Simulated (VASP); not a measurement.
Set up this calculation in VASP 6.6.1, as the native input.

* Task: relaxation of cell and atoms
* Functional: PBEsol
* Potentials or basis: VASP PAW PBE potentials, release 64 (Ag, Br)
* Cutoff: 500 eV
* k mesh: 8 × 8 × 8
* Occupations: gaussian, width 0.01 eV
* Spin: no spin polarisation
* Target pressure: 4 GPa
* Dipole correction: no
* Further INCAR settings: ALGO = Normal; EDIFF = 1e-07; IBRION = 2; EDIFFG = -0.002; NSW = 100; ISIF = 3

The structure of AgBr lies in POSCAR:

```
AgBr
1.0
    2.8376951687      2.8376951687      0.0000000000
   -2.8376951687      2.8376951687      0.0000000000
    0.0000000000      2.8376951687      2.8376951687
Ag Br
1 1
Direct
    0.0000000000      0.0000000000      0.0000000000
    0.5000000000      0.5000000000      0.0000000000
```

These files were run (other wordings do the same):

INCAR

```
PREC = Accurate ; ENCUT = 500
EDIFF = 1E-7 ; ISMEAR = 0
SIGMA = 0.01 ; LREAL = False
LASPH = True ; NELM = 120
ALGO = Normal ; ISIF = 3
LWAVE = False ; LCHARG = False
GGA = PS ; IBRION = 2
NSW = 100 ; EDIFFG = -0.002
PSTRESS = 40.0 ; GGA_COMPAT = False
NELMIN = 4
```

KPOINTS

```
regular mesh
0
Gamma
  8 8 8
```

Potentials or basis: VASP PAW PBE potentials, release 64 (Ag, Br).

Run with:

```console
$ cat potpaw_PBE.64/Ag/POTCAR potpaw_PBE.64/Br/POTCAR > POTCAR
$ mpirun -np 1 vasp_std > vasp.out
```

Results of the run:

* Relaxed volume: 21.40 Å³/atom
* Relaxed cell: a = 3.926 Å, b = 3.926 Å, c = 3.926 Å, α = 60.00°, β = 60.00°, γ = 90.00°
* Space group after relaxing (to 0.1 Å): Fm-3m (No. 225)
* Energy change on relaxing (the run minimises the enthalpy): +16.6 meV/atom
* Ionic steps: 3
* Pressure after relaxing: 4.0 GPa
* Band gap on the k mesh: 0.51 eV (least direct gap 2.83 eV)

Caveat: the cell is relaxed towards a set pressure, so the run minimises the enthalpy, not the energy; the PAW data sets were made with another functional, which shifts forces and pressure a little.

It took 19 s on 1 thread of Intel(R) Xeon(R) 6975P-C (Granite Rapids), with other jobs on the host, peak memory 0.18 GiB.
